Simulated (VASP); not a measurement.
## V: relaxation of cell and atoms with PBEsol

Crystal: V.

```
V
1.0
    -1.51435    1.51435    1.51435
     1.51435   -1.51435    1.51435
     1.51435    1.51435   -1.51435
V
1
Direct
  0.00000 0.00000 0.00000
```

```
Program                : VASP 6.6.1
Task                   : relaxation of cell and atoms
Functional             : PBEsol
Potentials or basis    : VASP PAW PBE potentials, release 64 (V_sv)
Cutoff                 : 600 eV
k mesh                 : 12 × 12 × 12
Occupations            : fermi-dirac, width 0.05 eV
Spin                   : collinear spin, ferromagnetic start
Starting moments       : [2.0] μB
Target pressure        : 30 GPa
Dipole correction      : no
Further INCAR settings : ALGO = Normal; EDIFF = 1e-06; IBRION = 2; EDIFFG = -0.02; NSW = 80; ISIF = 3
```

```json
{"Relaxed volume": "11.44 Å³/atom", "Relaxed cell": "a = 2.458 Å, b = 2.458 Å, c = 2.458 Å, α = 109.47°, β = 109.47°, γ = 109.47°", "Space group after relaxing (to 0.05 Å)": "Im-3m (No. 229)", "Energy change on relaxing (the enthalpy is what falls)": "+90.5 meV/atom", "Ionic steps": "5", "Pressure after relaxing": "30.1 GPa", "Net moment": "0.00 μB per cell", "Valence electrons inside the program's atomic spheres": "V 11.99"}
```

The path:
| step | energy change (eV) | largest force (eV/Å) | pressure (GPa) | volume (Å³) |
| --- | --- | --- | --- | --- |
| 1 | 0.0000 | 0.0000 | -11.93 | 13.89 |
| 2 | 2.6941 | 0.0000 | 247.22 | 7.79 |
| 3 | 0.0328 | 0.0000 | 21.06 | 11.80 |
| 4 | 0.0731 | 0.0000 | 27.51 | 11.53 |
| 5 | 0.0905 | 0.0000 | 30.09 | 11.44 |

Final structure:
```
V
1.0
    -1.41929    1.41929    1.41929
     1.41929   -1.41929    1.41929
     1.41929    1.41929   -1.41929
V
1
Direct
  0.00000 0.00000 0.00000
```

Levels at points of the mesh, in eV from the Fermi level:
Spin up:
```
           k point  band 2  band 3  band 4  band 5  band 6  band 7  band 8  band 9  band 10  band 11
(0.00, 0.00, 0.00)  -36.37  -36.37  -36.37   -6.90    0.42    0.42    0.42    2.88     2.88    21.74
(0.50, 0.00, 0.00)  -37.88  -36.83  -36.39   -3.81   -1.51    2.35    2.94    3.38     5.11    12.41
(0.50, 0.50, 0.50)  -37.38  -37.38  -37.38   -3.87   -3.87    4.60    4.60    4.60    11.85    11.85
```
Spin down:
| k point | band 3 | band 4 | band 5 | band 6 | band 7 | band 8 | band 9 | band 10 |
| --- | --- | --- | --- | --- | --- | --- | --- | --- |
| (0.00, 0.00, 0.00) | -36.37 | -36.37 | -6.90 | 0.42 | 0.42 | 0.42 | 2.88 | 2.88 |
| (0.50, 0.00, 0.00) | -36.83 | -36.39 | -3.81 | -1.51 | 2.35 | 2.94 | 3.38 | 5.11 |
| (0.50, 0.50, 0.50) | -37.38 | -37.38 | -3.87 | -3.87 | 4.60 | 4.60 | 4.60 | 11.85 |

Wall time 110 s on 1 thread of Intel Xeon 8259CL, with other jobs on the host, peak memory 0.18 GiB.

Caveat: the cell is relaxed towards a set pressure, so the enthalpy falls and the energy may rise; the volume moved by over 15 % at a fixed basis, so the end points are rough; the PAW data sets were made with another functional, which shifts forces and pressure a little.
